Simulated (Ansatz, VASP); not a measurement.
## Nb: VASP beside Ansatz

```
CELL_PARAMETERS angstrom
0.00000 2.90409 2.90409
2.90409 0.00000 2.90409
2.90409 2.90409 0.00000
ATOMIC_POSITIONS crystal
Nb 0.00000 0.00000 0.00000
Nb 0.25000 0.25000 0.25000
```

Alike in both runs: task relaxation of cell and atoms; functional PBEsol; k mesh 16 × 16 × 16; occupations gaussian, width 0.1 eV; no spin polarisation.

```csv
,VASP,Ansatz
version,VASP 6.6.1,Ansatz 0.2.0
potentials or method,"VASP PAW PBE potentials, release 64 (Nb_sv), cutoff 500 eV","scalar-relativistic, plane waves, PAW"
valence electrons in the cell,26,26
```

|  | VASP | Ansatz | Ansatz less VASP |
| --- | --- | --- | --- |
| gap on the k mesh at the Fermi level, each at its own relaxed structure (eV) | none | none | - |
| relaxed volume (Å³/atom) | 24.47 | 24.46 | -0.001 |
| relaxed cell length with the largest relative difference (Å) | 4.106 | 4.105 | -0.0001 |

VASP's potentials were made for PBE, not for PBEsol. A gap of «none» marks a metal or a gap that the smearing closes.
